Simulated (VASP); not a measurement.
PtSe2 (nod):

```
CELL_PARAMETERS angstrom
3.72400 0.00000 0.00000
-1.86200 3.22508 0.00000
0.00000 0.00000 5.06200
ATOMIC_POSITIONS crystal
Pt 0.00000 0.00000 0.00000
Se 0.33333 0.66667 0.25000
Se 0.66667 0.33333 0.75000
```

* Program: VASP 6.6.1
* Task: relaxation of cell and atoms
* Functional: PBE
* Potentials or basis: VASP PAW PBE potentials, release 64 (Pt, Se)
* Cutoff: 600 eV
* k mesh: 15 × 15 × 8
* Occupations: gaussian, width 0.1 eV
* Spin: no spin polarisation

At the start: pressure 7.3 GPa; volume 20.27 Å³/atom.

**Question.** Where does the relaxation end?

**Answer.** Over 54 steps the energy falls by 37.4 meV/atom and the volume is 25.85 Å³/atom (+27.5 %); space group P-3m1 (No. 164, to 0.05 Å).

Step by step:
| step | energy change (eV) | largest force (eV/Å) | pressure (GPa) | volume (Å³) |
| --- | --- | --- | --- | --- |
| 1 | 0.0000 | 0.5694 | 7.33 | 60.80 |
| 3 | -0.0735 | 0.1356 | 0.00 | 63.95 |
| 5 | -0.0736 | 0.1109 | 0.26 | 63.82 |
| 7 | -0.0786 | 0.0436 | 0.18 | 64.58 |
| 9 | -0.0840 | 0.0353 | 0.05 | 65.97 |
| 11 | -0.0934 | 0.1539 | -0.75 | 68.20 |
| 13 | -0.0952 | 0.2061 | -0.94 | 69.02 |
| 15 | -0.0988 | 0.1627 | -0.28 | 69.36 |
| 17 | -0.0998 | 0.1204 | 0.27 | 69.63 |
| 19 | -0.1023 | 0.0833 | 0.35 | 70.17 |
| 21 | -0.1075 | 0.1021 | 0.87 | 72.62 |
| 23 | -0.1099 | 0.0076 | -0.10 | 74.21 |
| 25 | -0.1104 | 0.0042 | -0.12 | 74.55 |
| 27 | -0.1115 | 0.0539 | -0.17 | 76.05 |
| 29 | -0.1116 | 0.0174 | 0.08 | 76.08 |
| 31 | -0.1116 | 0.0275 | 0.02 | 76.07 |
| 33 | -0.1116 | 0.0208 | 0.06 | 76.08 |
| 35 | -0.1118 | 0.0013 | 0.01 | 76.41 |
| 37 | -0.1119 | 0.0125 | -0.07 | 76.62 |
| 39 | -0.1119 | 0.0203 | -0.13 | 76.75 |
| 41 | -0.1119 | 0.0174 | -0.11 | 76.71 |
| 43 | -0.1119 | 0.0178 | -0.11 | 76.75 |
| 45 | -0.1119 | 0.0192 | -0.10 | 76.92 |
| 47 | -0.1120 | 0.0224 | -0.07 | 77.57 |
| 49 | -0.1121 | 0.0060 | 0.02 | 77.51 |
| 51 | -0.1121 | 0.0056 | 0.02 | 77.51 |
| 53 | -0.1121 | 0.0036 | 0.03 | 77.51 |
| 54 | -0.1121 | 0.0006 | 0.00 | 77.54 |

Final structure:
```
Pt Se
1.0
     3.75232    0.00000    0.00000
    -1.87616    3.24960    0.00000
     0.00000    0.00000    6.35891
Pt Se
1 2
Direct
  0.00000 0.00000 0.00000
  0.33333 0.66667 0.20537
  0.66667 0.33333 0.79463
```

Caveat: the volume moved by over 15 % at a fixed basis, so the end points are rough; this functional lacks dispersion, which binds the layers, so the pressure and a relaxed spacing across them are unreliable; the volume moved by +28 % from the deposited cell, more than functionals usually miss.
